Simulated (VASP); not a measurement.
# Al (Fm-3m) in VASP: notebook, part 2 of 3

VASP 6.6.1. Earlier steps stand in the parts before.

**3. Single point, r2SCAN+rVV10**

Contents of POSCAR:

```
Al
1.0
    0.0000000000      1.9901956565      1.9901956565
    1.9901956565      0.0000000000      1.9901956565
    1.9901956565      1.9901956565      0.0000000000
Al
1
Direct
    0.0000000000      0.0000000000      0.0000000000
```

Contents of INCAR.step1:

```
SYSTEM = Al
PREC = Accurate
ENCUT = 520
ISMEAR = -1
SIGMA = 0.02
LREAL = .False.
LASPH = .True.
NELM = 60
NBANDS = 8
GGA = PE
ALGO = Normal
EDIFF = 1E-4
LWAVE = .True.
LCHARG = .False.
```

Contents of INCAR.step2:

```
SYSTEM = Al
PREC = Accurate
ENCUT = 520
EDIFF = 1E-6
ISMEAR = -1
SIGMA = 0.02
LREAL = .False.
LASPH = .True.
NELM = 60
ALGO = Normal
ISIF = 2
LWAVE = .False.
LCHARG = .True.
METAGGA = R2SCAN
LMIXTAU = .True.
LUSE_VDW = .True.
IVDW_NL = 2
BPARAM = 11.95
CPARAM = 0.0093
LELF = .True.
LVHAR = .True.
NBANDS = 8
ISTART = 1
```

Contents of KPOINTS:

```
Automatic mesh
0
Gamma
  10 10 10
  0 0 0
```

Potentials or basis: VASP PAW PBE potentials, release 64 (Al).

Launch:

```console
$ cat potpaw_PBE.64/Al/POTCAR > POTCAR
$ cp INCAR.step1 INCAR
$ mpirun -np 1 vasp_std > vasp.out
$ cp INCAR.step2 INCAR
$ mpirun -np 1 vasp_std > vasp.out
```

OUTCAR:

```text
SYSTEM = Al
   PREC = Accurate
   ENCUT = 520
   EDIFF = 1E-6
   ISMEAR = -1
   LREAL = .False.
   LASPH = .True.
   NELM = 60
   ISIF = 2
   METAGGA = R2SCAN
   IVDW_NL = 2
   BPARAM = 11.95
   ISTART = 1

 ion  position               nearest neighbor table
   1  0.000  0.000  0.000-

  LATTYP: Found a face centered cubic cell.
 ALAT       =     3.9803913130

  Lattice vectors:

 A1 = (   0.0000000000,   1.9901956565,   1.9901956565)
 A2 = (   1.9901956565,   0.0000000000,   1.9901956565)
 A3 = (   1.9901956565,   1.9901956565,   0.0000000000)

Analysis of symmetry for initial positions (statically):
=====================================================================
 Subroutine PRICEL returns:
 Original cell was already a primitive cell.

 Routine SETGRP: Setting up the symmetry group for a
 face centered cubic supercell.

 Subroutine GETGRP returns: Found 48 space group operations
 (whereof 48 operations were pure point group operations)
 out of a pool of 48 trial point group operations.

The static configuration has the point symmetry O_h .

Analysis of symmetry for dynamics (positions and initial velocities):
=====================================================================
 Subroutine PRICEL returns:
 Original cell was already a primitive cell.

 Routine SETGRP: Setting up the symmetry group for a
 face centered cubic supercell.

 Subroutine GETGRP returns: Found 48 space group operations
 (whereof 48 operations were pure point group operations)
 out of a pool of 48 trial point group operations.

The dynamic configuration has the point symmetry O_h .

 Subroutine INISYM returns: Found 48 space group operations
 (whereof 48 operations are pure point group operations),
 and found     1 'primitive' translations

----------------------------------------------------------------------------------------

                                     Primitive cell

  volume of cell :      15.7658

  direct lattice vectors                    reciprocal lattice vectors
     0.000000000  1.990195657  1.990195657    -0.251231580  0.251231580  0.251231580
     1.990195657  0.000000000  1.990195657     0.251231580 -0.251231580  0.251231580
     1.990195657  1.990195657  0.000000000     0.251231580  0.251231580 -0.251231580

  length of vectors
     2.814561689  2.814561689  2.814561689     0.435145862  0.435145862  0.435145862

  position of ions in fractional coordinates (direct lattice)
     0.000000000  0.000000000  0.000000000

  ion indices of the primitive-cell ions
   primitive index   ion index
                 1           1

----------------------------------------------------------------------------------------

 KPOINTS: Automatic mesh

Automatic generation of k-mesh.
 Grid dimensions read from file:
 generate k-points for:   10   10   10

 Generating k-lattice:

  Cartesian coordinates                     Fractional coordinates (reciprocal lattice)
    -0.025123158  0.025123158  0.025123158     0.100000000  0.000000000  0.000000000
     0.025123158 -0.025123158  0.025123158     0.000000000  0.100000000  0.000000000
     0.025123158  0.025123158 -0.025123158     0.000000000  0.000000000  0.100000000

  Length of vectors
     0.043514586  0.043514586  0.043514586

  Shift w.r.t. Gamma in fractional coordinates (k-lattice)
     0.000000000  0.000000000  0.000000000

 Subroutine IBZKPT returns following result:
 ===========================================

 Found     47 irreducible k-points:

 Following reciprocal coordinates:
            Coordinates               Weight
  0.000000  0.000000  0.000000      1.000000
  0.100000  0.000000  0.000000      8.000000
  0.200000  0.000000  0.000000      8.000000
  0.300000  0.000000  0.000000      8.000000
  0.400000  0.000000  0.000000      8.000000
  0.500000  0.000000  0.000000      4.000000
[... 16 lines left out ...]
  0.300000  0.300000  0.000000      6.000000
  0.400000  0.300000  0.000000     24.000000
 [... further k-points ...]
   k-points           NKPTS =     47   k-points in BZ     NKDIM =     47   number of bands    NBANDS=      8
   number of dos      NEDOS =    301   number of ions     NIONS =      1
   total plane-waves  NPLWV =  13824
   dimension x,y,z NGX =    24 NGY =   24 NGZ =   24
   dimension x,y,z NGXF=    48 NGYF=   48 NGZF=   48
   ions per type =               1
   NGX,Y,Z   is equivalent  to a cutoff of  14.18, 14.18, 14.18 a.u.
   NGXF,Y,Z  is equivalent  to a cutoff of  28.35, 28.35, 28.35 a.u.
 SYSTEM =  Al
   PREC   = accura    normal or accurate (medium, high low for compatibility)
   ISTART =      1    job   : 0-new  1-cont  2-samecut
   ICHARG =      0    charge: 1-file 2-atom 10-const
   ISPIN  =      1    spin polarized calculation?
   LNONCOLLINEAR =      F non collinear calculations
   LSORBIT =      F    spin-orbit coupling
   LASPH  =      T    aspherical Exc in radial PAW
   ENCUT  =  520.0 eV  38.22 Ry    6.18 a.u.   5.23  5.23  5.23*2*pi/ulx,y,z
   NELM   =     60;   NELMIN=  2; NELMDL=  0     # of ELM steps
   EDIFF  = 0.1E-05   stopping-criterion for ELM
   LREAL  =      F    real-space projection
   EDIFFG = 0.1E-04   stopping-criterion for IOM
   NSW    =      0    number of steps for IOM
   IBRION =     -1    ionic relax: 0-MD 1-quasi-New 2-CG
   NFREE  =      0    steps in history (QN), initial steepest desc. (CG)
   ISIF   =      2    stress and relaxation
   ISYM   =      2    0-nonsym 1-usesym 2-fastsym
   POTIM  = 0.5000    time-step for ionic-motion
   TEBEG  =    0.0;   TEEND  =   0.0 temperature during run
   PSTRESS=    0.0 pullay stress
   NELECT =       3.0000    total number of electrons
   NUPDOWN=      -1.0000    fix difference up-down
   EMIN   =  10.00;   EMAX   =-10.00  energy-range for DOS
   EFERMI =   0.00;   METHOD = LEGACY
   ISMEAR =    -1;   SIGMA  =   0.02  broadening in eV -4-tet -1-fermi 0-gaus
   EFERMI_NEDOS =   21; number of points for ismear=-14 and -15
   IALGO  =     38    algorithm
   IMIX   =      4    mixing-type and parameters
     AMIX     =   0.40;   BMIX     =  1.00
     AMIX_MAG =   1.60;   BMIX_MAG =  1.00
  volume/ion in A,a.u.               =      15.77       106.39
  Fermi-wavevector in a.u.,A,eV,Ry     =   0.941621  1.779406 12.063608  0.886650
  Thomas-Fermi vector in A             =   2.069150
   LORBIT       =      0    0 simple, 1 ext, 2 COOP (PROOUT), +10 PAW based schemes
   METAGGA = R2SCAN    functional components
   LHFCALC =     F    Hartree Fock is set to
   AEXX    =    0.0000 exact exchange contribution
   IVDW_NL    =     2    kernel type
   BPARAM     =11.9500
   IVDW    =     0    specifies the selected vdW correction
   LEPSILON=     F    determine dielectric tensor
   LRPA    =     F    only Hartree local field effects (RPA)
 non-spin polarized calculation
  energy-cutoff  :      520.00
  volume of cell :       15.77
 maximum number of plane-waves:       444
 NGX is ok and might be reduce to    24
   NGX = 11   NGY = 11   NGZ = 11

 number of electron       3.0000000 magnetization

 Free energy of the ion-electron system (eV)
  ---------------------------------------------------
  ext. energy  EPLUGINS =         0.00000000
  ---------------------------------------------------
  free energy    TOTEN  =        -6.65815320 eV

  energy without entropy =       -6.65728767  energy(sigma->0) =       -6.65772043

 E-fermi :   8.5224     XC(G=0): -11.0852

 val. band max:        8.4835534206   @ k =  -0.3000   0.5000   0.2000
 cond. band min:       8.7163141579   @ k =  -0.3000   0.2000   0.0000
 fundamental gap:      0.2327607373
 Fermi energy:         8.5224432395

 k-point     1 :       0.0000    0.0000    0.0000
  band No.  band energies     occupation
      1      -3.6759      2.00000
      2      22.0733      0.00000
      3      22.0733      0.00000
      4      22.0733      0.00000
      5      24.3476      0.00000
      6      24.3476      0.00000
      7      24.3476      0.00000
      8      26.1834      0.00000
[... 243 lines left out ...]
 k-point    24 :       0.4000    0.3000    0.0000
  band No.  band energies     occupation
      1       1.2887      2.00000
      2      12.1363      0.00000
      3      12.8004      0.00000
      4      15.6370      0.00000
      5      16.9631      0.00000
      6      21.2018      0.00000
      7      32.0806      0.00000
      8      34.6426      0.00000

 [... further k-points ...]

------------------------ aborting loop because EDIFF is reached ----------------------------------------

  FORCE on cell =-STRESS in cart. coord.  units (eV):
  Direction    XX          YY          ZZ          XY          YZ          ZX
  --------------------------------------------------------------------------------------
  -------------------------------------------------------------------------------------
  Total       -0.0287782     -0.0287782     -0.0287782     -0.0000000     -0.0000000      0.0000000
  in kB       -2.9245323     -2.9245323     -2.9245323     -0.0000000     -0.0000000      0.0000000
  external PRESSURE =      -2.9245323 kB  Pullay stress =       0.0000000 kB

 VOLUME and BASIS-vectors are now :
 -----------------------------------------------------------------------------
  energy-cutoff  :      520.00
  volume of cell :       15.77
      direct lattice vectors                 reciprocal lattice vectors
     0.000000000  1.990195657  1.990195657    -0.251231580  0.251231580  0.251231580
     1.990195657  0.000000000  1.990195657     0.251231580 -0.251231580  0.251231580
     1.990195657  1.990195657  0.000000000     0.251231580  0.251231580 -0.251231580

 POSITION                                       TOTAL-FORCE (eV/Angst)
 -----------------------------------------------------------------------------------
      0.00000      0.00000      0.00000         0.000000      0.000000      0.000000
 -----------------------------------------------------------------------------------
    total drift:                                0.000000      0.000000      0.000000

  FREE ENERGIE OF THE ION-ELECTRON SYSTEM (eV)
  ---------------------------------------------------
  free  energy   TOTEN  =        -6.6581531985 eV

  energy  without entropy=       -6.6572876657  energy(sigma->0) =       -6.65772043
```

Wall time 40 s (1 thread of Intel Xeon 8259CL, shared host); peak memory 0.2 GiB.

What came out:

```
Free energy : -6.6582 eV
Pressure    : -0.3 GPa
```

Caveat: the PAW data sets were made with another functional, which shifts forces and pressure a little.

**4. Single point, r2SCAN**

POSCAR is that of step 3.

Contents of INCAR.step1:

```
SYSTEM = Al
PREC     = Accurate       ! precision mode
ENCUT    = 520            ! plane-wave cutoff, eV
ISMEAR   = -1             ! smearing method
SIGMA    = 0.02           ! smearing width, eV
LREAL    = .FALSE.        ! projectors in reciprocal space
LASPH    = .TRUE.         ! aspherical terms in the spheres
NELM     = 100            ! most SCF steps
NBANDS   = 8              ! bands
GGA      = PE             ! functional
ALGO     = Normal         ! electronic algorithm
EDIFF    = 1E-4           ! SCF threshold, eV
LWAVE    = .TRUE.         ! write WAVECAR
LCHARG   = .FALSE.        ! write CHGCAR
```

Contents of INCAR.step2:

```
SYSTEM = Al
PREC     = Accurate       ! precision mode
ENCUT    = 520            ! plane-wave cutoff, eV
EDIFF    = 1E-6           ! SCF threshold, eV
ISMEAR   = -1             ! smearing method
SIGMA    = 0.02           ! smearing width, eV
LREAL    = .FALSE.        ! projectors in reciprocal space
LASPH    = .TRUE.         ! aspherical terms in the spheres
NELM     = 100            ! most SCF steps
ALGO     = Normal         ! electronic algorithm
ISIF     = 2              ! what is computed and relaxed
LWAVE    = .FALSE.        ! write WAVECAR
LCHARG   = .FALSE.        ! write CHGCAR
METAGGA  = R2SCAN         ! meta-GGA
LMIXTAU  = .TRUE.       
NBANDS   = 8              ! bands
ISTART   = 1
```

Contents of KPOINTS:

```
Automatic mesh
0
G
  10 10 10
  0 0 0
```

Potentials or basis: VASP PAW PBE potentials, release 64 (Al).

Launch:

```console
$ cat potpaw_PBE.64/Al/POTCAR > POTCAR
$ cp INCAR.step1 INCAR
$ mpirun -np 1 vasp_std > vasp.out
$ cp INCAR.step2 INCAR
$ mpirun -np 1 vasp_std > vasp.out
```

OUTCAR:

```text
SYSTEM = Al
   PREC = Accurate
   ENCUT = 520
   EDIFF = 1E-6
   ISMEAR = -1
   LREAL = .FALSE.
   LASPH = .TRUE.
   NELM = 100
   ISIF = 2
   METAGGA = R2SCAN
   ISTART = 1

 ion  position               nearest neighbor table
   1  0.000  0.000  0.000-

  LATTYP: Found a face centered cubic cell.
 ALAT       =     3.9803913130

  Lattice vectors:

 A1 = (   0.0000000000,   1.9901956565,   1.9901956565)
 A2 = (   1.9901956565,   0.0000000000,   1.9901956565)
 A3 = (   1.9901956565,   1.9901956565,   0.0000000000)

Analysis of symmetry for initial positions (statically):
=====================================================================
 Subroutine PRICEL returns:
 Original cell was already a primitive cell.

 Routine SETGRP: Setting up the symmetry group for a
 face centered cubic supercell.

 Subroutine GETGRP returns: Found 48 space group operations
 (whereof 48 operations were pure point group operations)
 out of a pool of 48 trial point group operations.

The static configuration has the point symmetry O_h .

Analysis of symmetry for dynamics (positions and initial velocities):
=====================================================================
 Subroutine PRICEL returns:
 Original cell was already a primitive cell.

 Routine SETGRP: Setting up the symmetry group for a
 face centered cubic supercell.

 Subroutine GETGRP returns: Found 48 space group operations
 (whereof 48 operations were pure point group operations)
 out of a pool of 48 trial point group operations.

The dynamic configuration has the point symmetry O_h .

 Subroutine INISYM returns: Found 48 space group operations
 (whereof 48 operations are pure point group operations),
 and found     1 'primitive' translations

----------------------------------------------------------------------------------------

                                     Primitive cell

[... 109 lines left out ...]
  volume/ion in A,a.u.               =      15.77       106.39
  Fermi-wavevector in a.u.,A,eV,Ry     =   0.941621  1.779406 12.063608  0.886650
  Thomas-Fermi vector in A             =   2.069150
   LORBIT       =      0    0 simple, 1 ext, 2 COOP (PROOUT), +10 PAW based schemes
   METAGGA = R2SCAN    functional components
   LHFCALC =     F    Hartree Fock is set to
   AEXX    =    0.0000 exact exchange contribution
   IVDW    =     0    specifies the selected vdW correction
   LEPSILON=     F    determine dielectric tensor
   LRPA    =     F    only Hartree local field effects (RPA)
 non-spin polarized calculation
  energy-cutoff  :      520.00
  volume of cell :       15.77
 maximum number of plane-waves:       444
 NGX is ok and might be reduce to    24
   NGX = 11   NGY = 11   NGZ = 11

 number of electron       3.0000000 magnetization

 Free energy of the ion-electron system (eV)
  ---------------------------------------------------
  ext. energy  EPLUGINS =         0.00000000
  ---------------------------------------------------
  free energy    TOTEN  =        -6.72389110 eV

  energy without entropy =       -6.72302543  energy(sigma->0) =       -6.72345827

 E-fermi :   8.5308     XC(G=0): -11.0783

 val. band max:        8.4913262681   @ k =  -0.3000   0.5000   0.2000
 cond. band min:       8.7245816136   @ k =  -0.3000   0.2000   0.0000
 fundamental gap:      0.2332553456
 Fermi energy:         8.5308104723

 k-point     1 :       0.0000    0.0000    0.0000
  band No.  band energies     occupation
      1      -3.6670      2.00000
      2      22.0811      0.00000
      3      22.0811      0.00000
      4      22.0811      0.00000
      5      24.3580      0.00000
      6      24.3580      0.00000
      7      24.3580      0.00000
      8      26.1889      0.00000
[... 243 lines left out ...]
 k-point    24 :       0.4000    0.3000    0.0000
  band No.  band energies     occupation
      1       1.2973      2.00000
      2      12.1446      0.00000
      3      12.8091      0.00000
      4      15.6459      0.00000
      5      16.9713      0.00000
      6      21.2118      0.00000
      7      32.0897      0.00000
      8      34.6507      0.00000

 [... further k-points ...]

------------------------ aborting loop because EDIFF is reached ----------------------------------------

  FORCE on cell =-STRESS in cart. coord.  units (eV):
  Direction    XX          YY          ZZ          XY          YZ          ZX
  --------------------------------------------------------------------------------------
  -------------------------------------------------------------------------------------
  Total       -0.0008992     -0.0008992     -0.0008992     -0.0000000     -0.0000000      0.0000000
  in kB       -0.0913830     -0.0913830     -0.0913830     -0.0000000     -0.0000000      0.0000000
  external PRESSURE =      -0.0913830 kB  Pullay stress =       0.0000000 kB

 VOLUME and BASIS-vectors are now :
 -----------------------------------------------------------------------------
  energy-cutoff  :      520.00
  volume of cell :       15.77
      direct lattice vectors                 reciprocal lattice vectors
     0.000000000  1.990195657  1.990195657    -0.251231580  0.251231580  0.251231580
     1.990195657  0.000000000  1.990195657     0.251231580 -0.251231580  0.251231580
     1.990195657  1.990195657  0.000000000     0.251231580  0.251231580 -0.251231580

 POSITION                                       TOTAL-FORCE (eV/Angst)
 -----------------------------------------------------------------------------------
      0.00000      0.00000      0.00000         0.000000      0.000000      0.000000
 -----------------------------------------------------------------------------------
    total drift:                                0.000000     -0.000000     -0.000000

  FREE ENERGIE OF THE ION-ELECTRON SYSTEM (eV)
  ---------------------------------------------------
  free  energy   TOTEN  =        -6.7238911032 eV

  energy  without entropy=       -6.7230254315  energy(sigma->0) =       -6.72345827
```

Run time: 20 s. Hardware: 1 thread of Intel Xeon 8259CL, shared host; peak memory 0.13 GiB.

What came out:

```
Free energy : -6.7239 eV
Pressure    : 0.0 GPa
```

Levels at points of the mesh, in eV from the Fermi level:
```csv
k point,band 1,band 2,band 3,band 4
"(0.00, 0.00, 0.00)",-12.20,13.55,13.55,13.55
"(0.50, 0.00, 0.00)",-5.22,-4.63,12.27,12.27
"(0.50, 0.50, 0.00)",-3.30,-1.71,5.44,6.20
```

Caveat: the PAW data sets were made with another functional, which shifts forces and pressure a little.

(Continued in part 3 of 3.)
